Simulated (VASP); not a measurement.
# Sb (Im-3m) in VASP: settings compared, part 2 of 2

VASP 6.6.1.

### Step 3. Single point, HSE06

This run uses another cell than the first one, of 25.69 Å³/atom, 1.021 times its volume.

Input file POSCAR:

```
Sb
1.0
   -1.8587811731      1.8587811731      1.8587811731
    1.8587811731     -1.8587811731      1.8587811731
    1.8587811731      1.8587811731     -1.8587811731
Sb
1
Direct
    0.0000000000      0.0000000000      0.0000000000
```

Input file INCAR.step1:

```
  PREC = Accurate
  ENCUT = 520
  EDIFF = 1E-5
  ISMEAR = -1
  SIGMA = 0.05
  LREAL = F
  LASPH = T
  NELM = 60
  ALGO = Normal
  ISIF = 2
  LWAVE = T
  GGA = PE
  NBANDS = 8
```

Input file INCAR.step2:

```
  PREC = Accurate
  ENCUT = 520
  EDIFF = 1E-7
  ISMEAR = -1
  SIGMA = 0.05
  LREAL = F
  LASPH = T
  NELM = 60
  ALGO = Normal
  ISIF = 2
  LWAVE = F
  LCHARG = T
  GGA = PE
  LHFCALC = T
  HFSCREEN = 0.2079
  PRECFOCK = Normal
  LELF = T
  LVHAR = T
  ISTART = 1
  NBANDS = 8
```

Input file KPOINTS:

```
regular mesh
0
Gamma
  6 6 6
```

Potentials or basis: VASP PAW PBE potentials, release 64 (Sb).

Run with:

```bash
$ cat potpaw_PBE.64/Sb/POTCAR > POTCAR
$ cp INCAR.step1 INCAR
$ mpirun -np 1 vasp_std > vasp.out
$ cp INCAR.step2 INCAR
$ mpirun -np 1 vasp_std > vasp.out
```

OUTCAR:

```text
PREC = Accurate
   ENCUT = 520
   EDIFF = 1E-7
   ISMEAR = -1
   LREAL = F
   LASPH = T
   NELM = 60
   ISIF = 2
   GGA = PE
   LHFCALC = T
   HFSCREEN = 0.2079
   PRECFOCK = Normal
   ISTART = 1

 ion  position               nearest neighbor table
   1  0.000  0.000  0.000-

  LATTYP: Found a body centered cubic cell.
 ALAT       =     3.7175623462

  Lattice vectors:

 A1 = (  -1.8587811731,   1.8587811731,   1.8587811731)
 A2 = (   1.8587811731,  -1.8587811731,   1.8587811731)
 A3 = (   1.8587811731,   1.8587811731,  -1.8587811731)

Analysis of symmetry for initial positions (statically):
=====================================================================
 Subroutine PRICEL returns:
 Original cell was already a primitive cell.

 Routine SETGRP: Setting up the symmetry group for a
 body centered cubic supercell.

 Subroutine GETGRP returns: Found 48 space group operations
 (whereof 48 operations were pure point group operations)
 out of a pool of 48 trial point group operations.

The static configuration has the point symmetry O_h .

Analysis of symmetry for dynamics (positions and initial velocities):
=====================================================================
 Subroutine PRICEL returns:
 Original cell was already a primitive cell.

 Routine SETGRP: Setting up the symmetry group for a
 body centered cubic supercell.

 Subroutine GETGRP returns: Found 48 space group operations
 (whereof 48 operations were pure point group operations)
 out of a pool of 48 trial point group operations.

The dynamic configuration has the point symmetry O_h .

 Subroutine INISYM returns: Found 48 space group operations
 (whereof 48 operations are pure point group operations),
 and found     1 'primitive' translations

----------------------------------------------------------------------------------------

                                     Primitive cell

  volume of cell :      25.6889

  direct lattice vectors                    reciprocal lattice vectors
    -1.858781173  1.858781173  1.858781173     0.000000000  0.268993471  0.268993471
     1.858781173 -1.858781173  1.858781173     0.268993471  0.000000000  0.268993471
     1.858781173  1.858781173 -1.858781173     0.268993471  0.268993471  0.000000000

  length of vectors
     3.219503432  3.219503432  3.219503432     0.380414215  0.380414215  0.380414215

  position of ions in fractional coordinates (direct lattice)
     0.000000000  0.000000000  0.000000000

  ion indices of the primitive-cell ions
   primitive index   ion index
                 1           1

----------------------------------------------------------------------------------------

 KPOINTS: regular mesh

Automatic generation of k-mesh.
 Grid dimensions read from file:
 generate k-points for:    6    6    6

 Generating k-lattice:

  Cartesian coordinates                     Fractional coordinates (reciprocal lattice)
     0.000000000  0.044832245  0.044832245     0.166666667  0.000000000  0.000000000
     0.044832245  0.000000000  0.044832245     0.000000000  0.166666667  0.000000000
     0.044832245  0.044832245  0.000000000     0.000000000  0.000000000  0.166666667

  Length of vectors
     0.063402369  0.063402369  0.063402369

  Shift w.r.t. Gamma in fractional coordinates (k-lattice)
     0.000000000  0.000000000  0.000000000

 Subroutine IBZKPT returns following result:
 ===========================================

 Found     16 irreducible k-points:

 Following reciprocal coordinates:
            Coordinates               Weight
  0.000000  0.000000  0.000000      1.000000
  0.166667  0.000000  0.000000     12.000000
  0.333333  0.000000  0.000000     12.000000
  0.500000  0.000000  0.000000      6.000000
  0.166667  0.166667  0.000000     24.000000
  0.333333  0.166667  0.000000     48.000000
[... 8 lines left out ...]
  0.500000  0.500000  0.333333     12.000000
  0.500000  0.500000  0.500000      1.000000
   k-points           NKPTS =     16   k-points in BZ     NKDIM =    216   number of bands    NBANDS=      8
   number of dos      NEDOS =    301   number of ions     NIONS =      1
   total plane-waves  NPLWV =  13824
   dimension x,y,z NGX =    24 NGY =   24 NGZ =   24
   dimension x,y,z NGXF=    48 NGYF=   48 NGZF=   48
   ions per type =               1
   NGX,Y,Z   is equivalent  to a cutoff of  12.39, 12.39, 12.39 a.u.
   NGXF,Y,Z  is equivalent  to a cutoff of  24.79, 24.79, 24.79 a.u.
 SYSTEM =  unknown system
   PREC   = accura    normal or accurate (medium, high low for compatibility)
   ISTART =      1    job   : 0-new  1-cont  2-samecut
   ICHARG =      0    charge: 1-file 2-atom 10-const
   ISPIN  =      1    spin polarized calculation?
   LNONCOLLINEAR =      F non collinear calculations
   LSORBIT =      F    spin-orbit coupling
   LASPH  =      T    aspherical Exc in radial PAW
   ENCUT  =  520.0 eV  38.22 Ry    6.18 a.u.   5.99  5.99  5.99*2*pi/ulx,y,z
   NELM   =     60;   NELMIN=  2; NELMDL=  0     # of ELM steps
   EDIFF  = 0.1E-06   stopping-criterion for ELM
   LREAL  =      F    real-space projection
   EDIFFG = 0.1E-05   stopping-criterion for IOM
   NSW    =      0    number of steps for IOM
   IBRION =     -1    ionic relax: 0-MD 1-quasi-New 2-CG
   NFREE  =      0    steps in history (QN), initial steepest desc. (CG)
   ISIF   =      2    stress and relaxation
   ISYM   =      3    0-nonsym 1-usesym 2-fastsym
   POTIM  = 0.5000    time-step for ionic-motion
   TEBEG  =    0.0;   TEEND  =   0.0 temperature during run
   PSTRESS=    0.0 pullay stress
   NELECT =       5.0000    total number of electrons
   NUPDOWN=      -1.0000    fix difference up-down
   EMIN   =  10.00;   EMAX   =-10.00  energy-range for DOS
   EFERMI =   0.00;   METHOD = LEGACY
   ISMEAR =    -1;   SIGMA  =   0.05  broadening in eV -4-tet -1-fermi 0-gaus
   EFERMI_NEDOS =   21; number of points for ismear=-14 and -15
   IALGO  =     38    algorithm
   IMIX   =      1    mixing-type and parameters
     AMIX     =   0.40;   BMIX     =  1.00
     AMIX_MAG =   1.60;   BMIX_MAG =  1.00
  volume/ion in A,a.u.               =      25.69       173.36
  Fermi-wavevector in a.u.,A,eV,Ry     =   0.948746  1.792870 12.246859  0.900119
  Thomas-Fermi vector in A             =   2.076963
   LORBIT       =      0    0 simple, 1 ext, 2 COOP (PROOUT), +10 PAW based schemes
   GGA     = PE    functional components
   LHFCALC =     T    Hartree Fock is set to
   PRECFOCK=normal    Normal, Fast or Accurate (Low or Medium for compatibility)
   ENCUT4O =  -1.0   cutoff for four orbital integrals eV
   NKREDX  =     1    reduce k-point grid by
   NKREDY  =     1    reduce k-point grid by
   NKREDZ  =     1    reduce k-point grid by
   AEXX    =    0.2500 exact exchange contribution
   HFSCREEN=    0.2079 screening length (either q_TF or 0.3 A-1)
   HFSCREENC=   0.2079 screening length for correlation (either q_TF or 0.3 A-1)
   ENCUTFOCK=  -1.0 apply spherical cutoff to Coloumb kernel
   IVDW    =     0    specifies the selected vdW correction
   LEPSILON=     F    determine dielectric tensor
   LRPA    =     F    only Hartree local field effects (RPA)
 non-spin polarized calculation
  energy-cutoff  :      520.00
  volume of cell :       25.69
 maximum number of plane-waves:       712
  NGX = 18; NGY = 18; NGZ = 18

 number of electron       4.9999999 magnetization

 Free energy of the ion-electron system (eV)
  ---------------------------------------------------
  ext. energy  EPLUGINS =         0.00000000
  ---------------------------------------------------
  free energy    TOTEN  =        -4.68718014 eV

  energy without entropy =       -4.67694111  energy(sigma->0) =       -4.68206063

 E-fermi :   8.4452     XC(G=0):  -8.6521

 val. band max:        8.3350707766   @ k =   0.3333   0.1667   0.0000
 cond. band min:       8.5285798262   @ k =   0.5000   0.5000   0.3333
 fundamental gap:      0.1935090496
 Fermi energy:         8.4451632210

 k-point     1 :       0.0000    0.0000    0.0000
  band No.  band energies     occupation
      1      -5.7983      2.00000
      2      15.5329      0.00000
      3      15.5329      0.00000
      4      15.5329      0.00000
      5      20.3336      0.00000
      6      20.3336      0.00000
      7      20.3336      0.00000
      8      21.7681      0.00000
[... 155 lines left out ...]
 k-point    16 :       0.5000    0.5000    0.5000
  band No.  band energies     occupation
      1       3.1575      2.00000
      2       6.5022      2.00000
      3       6.5022      2.00000
      4       6.5022      2.00000
      5      12.1349      0.00000
      6      12.1349      0.00000
      7      27.5084      0.00000
      8      27.5084      0.00000

------------------------ aborting loop because EDIFF is reached ----------------------------------------

  FORCE on cell =-STRESS in cart. coord.  units (eV):
  Direction    XX          YY          ZZ          XY          YZ          ZX
  --------------------------------------------------------------------------------------
  -------------------------------------------------------------------------------------
  Total        0.2798901      0.2798901      0.2798901     -0.0000000     -0.0000000     -0.0000000
  in kB       17.4563432     17.4563432     17.4563432     -0.0000000     -0.0000000     -0.0000000
  external PRESSURE =      17.4563432 kB  Pullay stress =       0.0000000 kB

 VOLUME and BASIS-vectors are now :
 -----------------------------------------------------------------------------
  energy-cutoff  :      520.00
  volume of cell :       25.69
      direct lattice vectors                 reciprocal lattice vectors
    -1.858781173  1.858781173  1.858781173     0.000000000  0.268993471  0.268993471
     1.858781173 -1.858781173  1.858781173     0.268993471  0.000000000  0.268993471
     1.858781173  1.858781173 -1.858781173     0.268993471  0.268993471  0.000000000

 POSITION                                       TOTAL-FORCE (eV/Angst)
 -----------------------------------------------------------------------------------
      0.00000      0.00000      0.00000        -0.000000      0.000000      0.000000
 -----------------------------------------------------------------------------------
    total drift:                                0.000000     -0.000000     -0.000001

  FREE ENERGIE OF THE ION-ELECTRON SYSTEM (eV)
  ---------------------------------------------------
  free  energy   TOTEN  =        -4.6871801442 eV

  energy  without entropy=       -4.6769411113  energy(sigma->0) =       -4.68206063
```

OSZICAR.step1:

```text
N       E                     dE             d eps       ncg     rms          rms(c)
DAV:   1     0.473695599070E+01    0.47370E+01   -0.18156E+03   256   0.433E+02
DAV:   2    -0.375737769263E+01   -0.84943E+01   -0.84711E+01   360   0.543E+01
DAV:   3    -0.383181543036E+01   -0.74438E-01   -0.74408E-01   280   0.571E+00
DAV:   4    -0.383205454104E+01   -0.23911E-03   -0.23911E-03   400   0.385E-01
DAV:   5    -0.383205467581E+01   -0.13477E-06   -0.13405E-06   296   0.834E-03    0.188E+00
DAV:   6    -0.383060463578E+01    0.14500E-02   -0.11930E-03   320   0.193E-01    0.109E+00
DAV:   7    -0.382985831481E+01    0.74632E-03   -0.26885E-03   280   0.285E-01    0.537E-02
DAV:   8    -0.382987411533E+01   -0.15801E-04   -0.44835E-05   392   0.504E-02    0.499E-03
DAV:   9    -0.382987473540E+01   -0.62007E-06   -0.61884E-07   224   0.589E-03
   1 F= -.38298747E+01 E0= -.38232165E+01  d E =-.133164E-01
```

Wall time 2.7 min (1 thread of Intel Xeon 6975P-C (Granite Rapids), shared host); peak memory 0.24 GiB.

Results:

- Free energy: -4.6872 eV
- Pressure: 1.7 GPa

Caveat: the k points lie up to 0.40 Å⁻¹ apart; the PAW data sets were made with another functional, which shifts forces and pressure a little; spin-orbit coupling is left out, which moves the levels of the heavy elements.

### Step 4. Single point, PBE0

This run uses another cell than the first one, of 25.69 Å³/atom, 1.021 times its volume.

POSCAR is that of step 3.

Input file INCAR.step1:

```
SYSTEM = Sb
PREC     = Accurate       ! precision mode
ENCUT    = 520            ! plane-wave cutoff, eV
EDIFF    = 1E-5           ! SCF threshold, eV
ISMEAR   = -1             ! smearing method
SIGMA    = 0.05           ! smearing width, eV
LREAL    = .FALSE.        ! projectors in reciprocal space
LASPH    = .TRUE.         ! aspherical terms in the spheres
NELM     = 80             ! most SCF steps
ALGO     = Normal         ! electronic algorithm
ISIF     = 2              ! what is computed and relaxed
LWAVE    = .TRUE.         ! write WAVECAR
LCHARG   = .FALSE.        ! write CHGCAR
NBANDS   = 8              ! bands
GGA      = PE             ! functional
```

Input file INCAR.step2:

```
SYSTEM = Sb
PREC     = Accurate       ! precision mode
ENCUT    = 520            ! plane-wave cutoff, eV
EDIFF    = 1E-7           ! SCF threshold, eV
ISMEAR   = -1             ! smearing method
SIGMA    = 0.05           ! smearing width, eV
LREAL    = .FALSE.        ! projectors in reciprocal space
LASPH    = .TRUE.         ! aspherical terms in the spheres
NELM     = 80             ! most SCF steps
ALGO     = Normal         ! electronic algorithm
ISIF     = 2              ! what is computed and relaxed
LWAVE    = .FALSE.        ! write WAVECAR
LCHARG   = .FALSE.        ! write CHGCAR
GGA      = PE             ! functional
LHFCALC  = .TRUE.         ! exact exchange
AEXX     = 0.25           ! exact-exchange fraction
PRECFOCK = Normal       
NBANDS   = 8              ! bands
ISTART   = 1
```

Input file KPOINTS:

```
regular mesh
0
G
  6 6 6
  0 0 0
```

Potentials or basis: VASP PAW PBE potentials, release 64 (Sb).

Run with:

```bash
$ cat potpaw_PBE.64/Sb/POTCAR > POTCAR
$ cp INCAR.step1 INCAR
$ mpirun -np 1 vasp_std > vasp.out
$ cp INCAR.step2 INCAR
$ mpirun -np 1 vasp_std > vasp.out
```

OUTCAR:

```text
SYSTEM = Sb
   PREC = Accurate
   ENCUT = 520
   EDIFF = 1E-7
   ISMEAR = -1
   LREAL = .FALSE.
   LASPH = .TRUE.
   NELM = 80
   ISIF = 2
   GGA = PE
   LHFCALC = .TRUE.
   AEXX = 0.25
   PRECFOCK = Normal
   ISTART = 1

 ion  position               nearest neighbor table
   1  0.000  0.000  0.000-

  LATTYP: Found a body centered cubic cell.
 ALAT       =     3.7175623462

  Lattice vectors:

 A1 = (  -1.8587811731,   1.8587811731,   1.8587811731)
 A2 = (   1.8587811731,  -1.8587811731,   1.8587811731)
 A3 = (   1.8587811731,   1.8587811731,  -1.8587811731)

Analysis of symmetry for initial positions (statically):
=====================================================================
 Subroutine PRICEL returns:
 Original cell was already a primitive cell.

 Routine SETGRP: Setting up the symmetry group for a
 body centered cubic supercell.

 Subroutine GETGRP returns: Found 48 space group operations
 (whereof 48 operations were pure point group operations)
 out of a pool of 48 trial point group operations.

The static configuration has the point symmetry O_h .
[... 156 lines left out ...]

 E-fermi :   8.2261     XC(G=0):  -8.2527

 val. band max:        8.0900805066   @ k =   0.3333   0.1667   0.0000
 cond. band min:       8.8023705783   @ k =   0.5000   0.5000   0.3333
 fundamental gap:      0.7122900716
 Fermi energy:         8.2261406347

 k-point     1 :       0.0000    0.0000    0.0000
  band No.  band energies     occupation
      1      -6.2308      2.00000
      2      15.9470      0.00000
      3      15.9470      0.00000
      4      15.9470      0.00000
      5      20.7208      0.00000
      6      20.7208      0.00000
      7      20.7208      0.00000
      8      22.1566      0.00000
[... 155 lines left out ...]
 k-point    16 :       0.5000    0.5000    0.5000
  band No.  band energies     occupation
      1       2.8491      2.00000
      2       6.1685      2.00000
      3       6.1685      2.00000
      4       6.1685      2.00000
      5      12.4760      0.00000
      6      12.4760      0.00000
      7      27.8690      0.00000
      8      27.8690      0.00000

------------------------ aborting loop because EDIFF is reached ----------------------------------------

  FORCE on cell =-STRESS in cart. coord.  units (eV):
  Direction    XX          YY          ZZ          XY          YZ          ZX
  --------------------------------------------------------------------------------------
  -------------------------------------------------------------------------------------
  Total        0.1973658      0.1973658      0.1973658      0.0000000      0.0000000      0.0000000
  in kB       12.3094233     12.3094233     12.3094233      0.0000000      0.0000000      0.0000000
  external PRESSURE =      12.3094233 kB  Pullay stress =       0.0000000 kB

 VOLUME and BASIS-vectors are now :
 -----------------------------------------------------------------------------
  energy-cutoff  :      520.00
  volume of cell :       25.69
      direct lattice vectors                 reciprocal lattice vectors
    -1.858781173  1.858781173  1.858781173     0.000000000  0.268993471  0.268993471
     1.858781173 -1.858781173  1.858781173     0.268993471  0.000000000  0.268993471
     1.858781173  1.858781173 -1.858781173     0.268993471  0.268993471  0.000000000

 POSITION                                       TOTAL-FORCE (eV/Angst)
 -----------------------------------------------------------------------------------
      0.00000      0.00000      0.00000         0.000000      0.000000     -0.000000
 -----------------------------------------------------------------------------------
    total drift:                               -0.000000      0.000000      0.000000

  FREE ENERGIE OF THE ION-ELECTRON SYSTEM (eV)
  ---------------------------------------------------
  free  energy   TOTEN  =        -5.2348973614 eV

  energy  without entropy=       -5.2296144213  energy(sigma->0) =       -5.23225589
```

OUTCAR.step1:

```text
SYSTEM = Sb
   PREC = Accurate
   ENCUT = 520
   EDIFF = 1E-5
   ISMEAR = -1
   LREAL = .FALSE.
[... 382 lines left out ...]
 -----------------------------------------------------------------------------------
      0.00000      0.00000      0.00000        -0.000000      0.000000      0.000000
 -----------------------------------------------------------------------------------
    total drift:                                0.000000     -0.000000      0.000000

  FREE ENERGIE OF THE ION-ELECTRON SYSTEM (eV)
  ---------------------------------------------------
  free  energy   TOTEN  =        -3.8298747354 eV

  energy  without entropy=       -3.8165582960  energy(sigma->0) =       -3.82321652
```

Run time: 2.5 min. Hardware: 1 thread of Intel Xeon 6975P-C (Granite Rapids), shared host; peak memory 0.15 GiB.

What came out:

| Item | Value |
| --- | --- |
| Free energy | -5.2349 eV |
| Pressure | 1.2 GPa |

Caveat: the k points lie up to 0.40 Å⁻¹ apart; the PAW data sets were made with another functional, which shifts forces and pressure a little; spin-orbit coupling is left out, which moves the levels of the heavy elements.

### Step 5. Overview

```tsv
level	cell	screening parameter	gap on the mesh (eV)	pressure (GPa)
PBE0	a = 3.197 Å, angles 109.5°, 1 atom	-	none	2.9
HSE06	a = 3.220 Å, angles 109.5°, 1 atom	0.2079 1/Å	none	1.7
PBE0	a = 3.220 Å, angles 109.5°, 1 atom	-	none	1.2
```

Alike in all rows: task single point; potentials or basis VASP PAW PBE potentials, release 64 (Sb); no spin polarisation; k mesh 6 × 6 × 6; cutoff (eV) 520; smearing fermi-dirac 0.05 eV.

Caveats: all runs use coarse meshes; the PAW data sets were made with another functional, which shifts forces and pressure a little; spin-orbit coupling is left out, which moves the levels of the heavy elements.

Absolute energies hang on the potentials; compare differences alone.
